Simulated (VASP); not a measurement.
A run of VASP 6.6.1 is set up as follows.

Contents of INCAR:

```
SYSTEM = BAs
PREC = Accurate
ENCUT = 520
EDIFF = 1E-6
ISMEAR = 0
SIGMA = 0.01
LREAL = .False.
LASPH = .True.
NELM = 100
ALGO = Normal
ISIF = 2
LWAVE = .False.
LCHARG = .False.
GGA = PS
NBANDS = 11
```

KPOINTS

```
regular mesh
0
Gamma
  6 6 6
  0 0 0
```

The input POSCAR:

```
BAs
1.0
    0.0000000000      2.4302289398      2.4302289398
    2.4302289398      0.0000000000      2.4302289398
    2.4302289398      2.4302289398      0.0000000000
B As
1 1
Direct
    0.0000000000      0.0000000000      0.0000000000
    0.2500000000      0.2500000000      0.2500000000
```

Potentials or basis: VASP PAW PBE potentials, release 64 (B, As).

Run with:

```bash
$ cat potpaw_PBE.64/B/POTCAR potpaw_PBE.64/As/POTCAR > POTCAR
$ mpirun -np 1 vasp_std > vasp.out
```

Predict the band gap on the k mesh.

1.22 eV, indirect (least direct gap 3.17 eV).

What does it give for the pressure?

-6.5 GPa.

Caveat: the PAW data sets were made with another functional, which shifts forces and pressure a little. A k mesh can miss the band edges.
